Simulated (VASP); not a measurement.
# Li3SbS2O6 (C2/m) in VASP: single point with LDA

Aim: the single point of Li3SbS2O6 with LDA.

All numbers are computed with VASP 6.6.1; they aren't measurements. Logs are shortened: lines on timing, memory, paths and dates and some standing lists are left out, and cuts for length are marked.

### 1 The cell of the first run

It takes space group C2/m (No. 12, monoclinic). The conventional cell has a = 5.493 Å, b = 9.505 Å, c = 5.467 Å, α = 90.00°, β = 109.70°, γ = 90.00°. Sb (site symmetry 2/m) has 6 O at 2.09 to 2.14 Å within 2.8 Å. Within 2.9 Å of S (site symmetry 2) lie 6 O at 2.16 to 2.23 Å. Within 3.2 Å of Li (site symmetry 2) lie 6 O at 2.24 to 2.35 Å and 6 Li at 3.12 to 3.20 Å and 2 Sb at 3.15 Å and 4 S at 3.16 to 3.17 Å. Within 3.0 Å of Li (site symmetry 2/m) lie 6 O at 2.25 to 2.39 Å. O (site symmetry m) has 1 Sb at 2.09 Å and 2 S at 2.22 Å and 3 Li at 2.24 to 2.39 Å and 12 O at 2.91 to 3.35 Å within 3.4 Å. Within 3.5 Å of O (site symmetry 1) lie 1 Sb at 2.14 Å and 2 S at 2.16 to 2.23 Å and 3 Li at 2.25 to 2.35 Å and 12 O at 2.91 to 3.42 Å.

### 2 Single point, LDA

INCAR reads:

```
SYSTEM = Li3SbS2O6
  PREC = Accurate
  ENCUT = 520
  EDIFF = 1E-6
  ISMEAR = -1
  SIGMA = 0.0487
  LREAL = .False.
  LASPH = .True.
  NELM = 80
  ALGO = Normal
  ISIF = 2
  LWAVE = .False.
  LCHARG = .False.
  NBANDS = 43
```

KPOINTS reads:

```
Automatic mesh
0
Gamma
  5 5 5
  0 0 0
```

POSCAR reads:

```
Li3SbS2O6
1.0
    2.7465010000      4.7522720000      0.0000000000
    2.7465010000     -4.7522720000      0.0000000000
    1.8422880000      0.0000000000     -5.1467170000
Sb S Li O
1 2 3 6
Direct
    0.0000000000      0.0000000000      0.0000000000
    0.3337000000      0.6663000000      0.0000000000
    0.6663000000      0.3337000000      0.0000000000
    0.1640000000      0.8360000000      0.5000000000
    0.8360000000      0.1640000000      0.5000000000
    0.5000000000      0.5000000000      0.5000000000
    0.7632000000      0.7632000000      0.7710000000
    0.2368000000      0.2368000000      0.2290000000
    0.4083000000      0.0873000000      0.7717000000
    0.9127000000      0.5917000000      0.2283000000
    0.5917000000      0.9127000000      0.2283000000
    0.0873000000      0.4083000000      0.7717000000
```

Potentials or basis: VASP PAW LDA potentials, release 64 (Sb, S, Li_sv, O).

Command:

```
cat potpaw_LDA.64/Sb/POTCAR potpaw_LDA.64/S/POTCAR potpaw_LDA.64/Li_sv/POTCAR potpaw_LDA.64/O/POTCAR > POTCAR
mpirun -np 1 vasp_std > vasp.out
```

OUTCAR:

```text
SYSTEM = Li3SbS2O6
   PREC = Accurate
   ENCUT = 520
   EDIFF = 1E-6
   ISMEAR = -1
   LREAL = .False.
   LASPH = .True.
   NELM = 80
   ISIF = 2

 ion  position               nearest neighbor table
   1  0.000  0.000  0.000-   7 2.09   8 2.09   9 2.14  10 2.14  11 2.14  12 2.14   4 3.15   5 3.15
                             4 3.15   5 3.15   6 3.16   6 3.16   3 3.17   3 3.17   2 3.17   2 3.17
   2  0.334  0.666  0.000-  11 2.16  12 2.16   7 2.22   8 2.22   9 2.23  10 2.23   1 3.17   1 3.17
                             1 3.17
   3  0.666  0.334  0.000-   9 2.16  10 2.16   7 2.22   8 2.22  11 2.23  12 2.23   1 3.17   1 3.17
                             1 3.17
   4  0.164  0.836  0.500-   7 2.24   8 2.24   1 3.15   1 3.15
   5  0.836  0.164  0.500-   7 2.24   8 2.24   1 3.15   1 3.15
   6  0.500  0.500  0.500-   9 2.25  10 2.25  11 2.25  12 2.25   1 3.16   1 3.16
   7  0.763  0.763  0.771-   1 2.09   2 2.22   3 2.22   4 2.24   5 2.24
   8  0.237  0.237  0.229-   1 2.09   2 2.22   3 2.22   4 2.24   5 2.24
   9  0.408  0.087  0.772-   1 2.14   3 2.16   2 2.23   6 2.25
  10  0.913  0.592  0.228-   1 2.14   3 2.16   2 2.23   6 2.25
  11  0.592  0.913  0.228-   1 2.14   2 2.16   3 2.23   6 2.25
  12  0.087  0.408  0.772-   1 2.14   2 2.16   3 2.23   6 2.25

  LATTYP: Found a base centered monoclinic cell.
 ALAT       =     5.4930020000
 B/A-ratio  =     1.7303004805
 C/A-ratio  =     0.9951769593
 COS(beta)  =    -0.3370136207

  Lattice vectors:

 A1 = (  -2.7465010000,  -4.7522720000,   0.0000000000)
 A2 = (  -2.7465010000,   4.7522720000,   0.0000000000)
 A3 = (   1.8422880000,   0.0000000000,  -5.1467170000)

Analysis of symmetry for initial positions (statically):
=====================================================================
 Subroutine PRICEL returns:
 Original cell was already a primitive cell.

 Routine SETGRP: Setting up the symmetry group for a
 base centered monoclinic supercell.

 Subroutine GETGRP returns: Found  4 space group operations
 (whereof  4 operations were pure point group operations)
 out of a pool of  4 trial point group operations.

The static configuration has the point symmetry C_2h.

Analysis of symmetry for dynamics (positions and initial velocities):
=====================================================================
 Subroutine PRICEL returns:
 Original cell was already a primitive cell.

 Routine SETGRP: Setting up the symmetry group for a
 base centered monoclinic supercell.

 Subroutine GETGRP returns: Found  4 space group operations
 (whereof  4 operations were pure point group operations)
 out of a pool of  4 trial point group operations.
[... 135 lines left out ...]
   EFERMI =   0.00;   METHOD = LEGACY
   ISMEAR =    -1;   SIGMA  =   0.05  broadening in eV -4-tet -1-fermi 0-gaus
   EFERMI_NEDOS =   21; number of points for ismear=-14 and -15
   IALGO  =     38    algorithm
   IMIX   =      4    mixing-type and parameters
     AMIX     =   0.40;   BMIX     =  1.00
     AMIX_MAG =   1.60;   BMIX_MAG =  1.00
  volume/ion in A,a.u.               =      11.20        75.55
  Fermi-wavevector in a.u.,A,eV,Ry     =   1.265100  2.390693 21.775835  1.600479
  Thomas-Fermi vector in A             =   2.398371
   LORBIT       =      0    0 simple, 1 ext, 2 COOP (PROOUT), +10 PAW based schemes
   GGA     = CA    functional components
   LHFCALC =     F    Hartree Fock is set to
   AEXX    =    0.0000 exact exchange contribution
   IVDW    =     0    specifies the selected vdW correction
   LEPSILON=     F    determine dielectric tensor
   LRPA    =     F    only Hartree local field effects (RPA)
 non-spin polarized calculation
  energy-cutoff  :      520.00
  volume of cell :      134.35
 maximum number of plane-waves:      3639
 NGX is ok and might be reduce to    42
   NGX = 21   NGY = 21   NGZ = 21

 number of electron      61.9999982 magnetization

 Free energy of the ion-electron system (eV)
  ---------------------------------------------------
  ext. energy  EPLUGINS =         0.00000000
  ---------------------------------------------------
  free energy    TOTEN  =       -63.19701600 eV

  energy without entropy =      -63.13069664  energy(sigma->0) =      -63.16385632

 E-fermi :   6.0968     XC(G=0): -10.8031

 val. band max:        6.0965501851   @ k =  -0.2000   0.4000   0.2000
 cond. band min:       6.1035214320   @ k =  -0.2000  -0.0000   0.2000
 fundamental gap:      0.0069712468
 Fermi energy:         6.0967947215

 k-point     1 :       0.0000    0.0000    0.0000
  band No.  band energies     occupation
      1     -39.1251      2.00000
      2     -39.1170      2.00000
      3     -39.0176      2.00000
      4     -14.8879      2.00000
      5     -13.0030      2.00000
      6     -12.9336      2.00000
[... 1093 lines left out ...]
     42      12.7546      0.00000
     43      13.1401      0.00000

 [... further k-points ...]

------------------------ aborting loop because EDIFF is reached ----------------------------------------

  FORCE on cell =-STRESS in cart. coord.  units (eV):
  Direction    XX          YY          ZZ          XY          YZ          ZX
  --------------------------------------------------------------------------------------
  -------------------------------------------------------------------------------------
  Total       -2.7632569      1.5112553     -8.2021382      0.0000000      0.0000000      3.2995447
  in kB      -32.9526625     18.0221702    -97.8129442      0.0000000      0.0000000     39.3480545
  external PRESSURE =     -37.5811455 kB  Pullay stress =       0.0000000 kB

 VOLUME and BASIS-vectors are now :
 -----------------------------------------------------------------------------
  energy-cutoff  :      520.00
  volume of cell :      134.35
      direct lattice vectors                 reciprocal lattice vectors
     2.746501000  4.752272000  0.000000000     0.182049815  0.105212833  0.065165462
     2.746501000 -4.752272000  0.000000000     0.182049815 -0.105212833  0.065165462
     1.842288000  0.000000000 -5.146717000     0.000000000  0.000000000 -0.194298618

 POSITION                                       TOTAL-FORCE (eV/Angst)
 -----------------------------------------------------------------------------------
      0.00000      0.00000      0.00000         0.000000      0.000000      0.000000
      2.74650     -1.58061      0.00000         0.000000      0.190635      0.000000
      2.74650      1.58061      0.00000         0.000000     -0.190635      0.000000
      3.66764     -3.19353     -2.57336         0.000000      0.171828      0.000000
      3.66764      3.19353     -2.57336         0.000000     -0.171828      0.000000
      3.66764      0.00000     -2.57336         0.000000      0.000000      0.000000
      5.61266      0.00000     -3.96812         0.934542      0.000000      0.275755
      1.72263      0.00000     -1.17860        -0.934542      0.000000     -0.275755
      2.78286      1.52548     -3.97172         0.242256     -0.784786     -0.333718
      4.55243      1.52548     -1.17500        -0.242256     -0.784786      0.333718
      4.55243     -1.52548     -1.17500        -0.242256      0.784786      0.333718
      2.78286     -1.52548     -3.97172         0.242256      0.784786     -0.333718
 -----------------------------------------------------------------------------------
    total drift:                                0.000000     -0.000000      0.000000

  FREE ENERGIE OF THE ION-ELECTRON SYSTEM (eV)
  ---------------------------------------------------
  free  energy   TOTEN  =       -63.1970160021 eV

  energy  without entropy=      -63.1306966388  energy(sigma->0) =      -63.16385632
```

stdout:

```text
POSCAR found type information on POSCAR SbS LiO
 POSCAR found :  4 types and      12 ions
 scaLAPACK will be used
 LDA part: xc-table for (Slater(with rela. corr.)+CA(PZ))
 , standard interpolation
 POSCAR, INCAR and KPOINTS ok, starting setup
 FFT: planning ... GRIDC
 FFT: planning ... GRID_SOFT
 FFT: planning ... GRID
 WAVECAR not read
 entering main loop
```

Run time: 5.6 min. Hardware: 1 thread of AMD EPYC 7R43 (Zen 3), shared host; peak memory 0.3 GiB.

What came out:

* Free energy: -63.1970 eV
* Largest force: 0.974 eV/Å
* Band gap on the k mesh: zero (bands 31 and 32 overlap by 0.45 eV)

Forces in eV/Å, atoms in the order of the input:
```
Sb   0.000  0.000  0.000
S    0.000  0.191  0.000
S    0.000 -0.191  0.000
Li   0.000  0.172  0.000
Li   0.000 -0.172  0.000
Li   0.000  0.000  0.000
O    0.935  0.000  0.276
O   -0.935  0.000 -0.276
O    0.242 -0.785 -0.334
O   -0.242 -0.785  0.334
O   -0.242  0.785  0.334
O    0.242  0.785 -0.334
```

Caveat: the cutoff is under 1.25 times the usual one of these potentials, so pressure, stress and relaxed cells hold a basis-set (Pulay) error; spin-orbit coupling is left out, which moves the levels of the heavy elements.
